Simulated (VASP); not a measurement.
Crystal: Zr3Bi2F3.

```
CELL_PARAMETERS angstrom
3.73103 2.15411 3.02777
-3.73103 2.15411 3.02777
0.00000 -4.30822 3.02777
ATOMIC_POSITIONS crystal
Zr 0.24625 0.75375 0.50000
Zr 0.75375 0.50000 0.24625
Zr 0.50000 0.24625 0.75375
Bi 0.75189 0.75189 0.75189
Bi 0.24811 0.24811 0.24811
F 0.24972 0.75028 0.00000
F 0.75028 0.00000 0.24972
F 0.00000 0.24972 0.75028
```

The cell was generated, and may not be a known phase.

| Property | Result |
| --- | --- |
| Program | VASP 6.6.1 |
| Task | relaxation of cell and atoms |
| Functional | PBE |
| Potentials or basis | VASP PAW PBE potentials, release 64 (Zr_sv, Bi_d, F) |
| Cutoff | 600 eV |
| k mesh | 3 × 3 × 3 |
| Occupations | gaussian, width 0.1 eV |
| Spin | no spin polarisation |

At the start: pressure 6.8 GPa; volume 18.25 Å³/atom.

Where does the relaxation end?

Over 30 steps the energy falls by 222.7 meV/atom and the volume is 19.32 Å³/atom (+5.9 %); space group R32 (No. 155, to 0.1 Å) before and after.

The path:
| step | energy change (eV) | largest force (eV/Å) | pressure (GPa) | volume (Å³) |
| --- | --- | --- | --- | --- |
| 1 | 0.0000 | 0.3500 | 6.84 | 146.01 |
| 2 | -0.1693 | 0.5504 | -3.47 | 163.08 |
| 3 | -0.2355 | 0.4386 | -0.35 | 156.78 |
| 4 | -0.2667 | 0.4273 | -0.25 | 156.68 |
| 5 | -0.3267 | 0.3975 | 0.13 | 156.31 |
| 6 | -0.2914 | 0.6086 | 1.26 | 155.24 |
| 7 | -0.3395 | 0.3883 | 0.45 | 156.01 |
| 8 | -0.3629 | 0.4083 | 0.26 | 156.38 |
| 9 | -0.4283 | 0.4522 | -0.27 | 157.50 |
| 10 | -0.5179 | 0.5775 | -1.24 | 159.73 |
| 11 | -0.4136 | 1.3530 | -2.62 | 164.21 |
| 12 | -0.5282 | 0.7594 | -1.60 | 160.77 |
| 13 | -0.5596 | 0.7893 | -1.48 | 160.47 |
| 14 | -0.6476 | 0.8930 | -1.12 | 159.56 |
| 15 | -0.7859 | 1.1448 | -0.40 | 157.76 |
| 16 | -0.7918 | 1.8756 | 1.55 | 154.18 |
| 17 | -0.8418 | 1.4153 | 0.36 | 156.19 |
| 18 | -0.9804 | 1.2627 | 0.14 | 155.77 |
| 19 | -1.2570 | 0.8970 | 0.06 | 154.52 |
| 20 | -0.7474 | 3.4476 | 2.76 | 152.03 |
| 21 | -1.2930 | 0.9611 | 0.19 | 154.13 |
| 22 | -1.2990 | 1.1494 | 0.32 | 153.88 |
| 23 | -1.4678 | 0.9136 | 0.10 | 154.13 |
| 24 | -1.7349 | 0.4121 | 0.19 | 154.74 |
| 25 | -1.7435 | 0.4691 | 0.38 | 154.85 |
| 26 | -1.7645 | 0.1507 | -0.37 | 155.87 |
| 27 | -1.7669 | 0.0870 | -0.69 | 156.34 |
| 28 | -1.7766 | 0.0440 | 0.03 | 154.83 |
| 29 | -1.7776 | 0.0610 | 0.31 | 154.27 |
| 30 | -1.7814 | 0.0339 | -0.01 | 154.59 |

Final structure:
```
CELL_PARAMETERS angstrom
3.73236 2.15488 3.20354
-3.73236 2.15488 3.20354
0.00000 -4.30976 3.20354
ATOMIC_POSITIONS crystal
Zr 0.13066 0.86934 0.50000
Zr 0.86934 0.50000 0.13066
Zr 0.50000 0.13066 0.86934
Bi 0.65895 0.65895 0.65895
Bi 0.34105 0.34105 0.34105
F 0.19833 0.80167 0.00000
F 0.80167 0.00000 0.19833
F 0.00000 0.19833 0.80167
```

Caveat: the k points lie up to 0.39 Å⁻¹ apart in the final cell, too coarse for converged energies and pressures of a metal; an odd number of electrons without spin polarisation forces a metal; a magnetic or distorted state may lie lower.
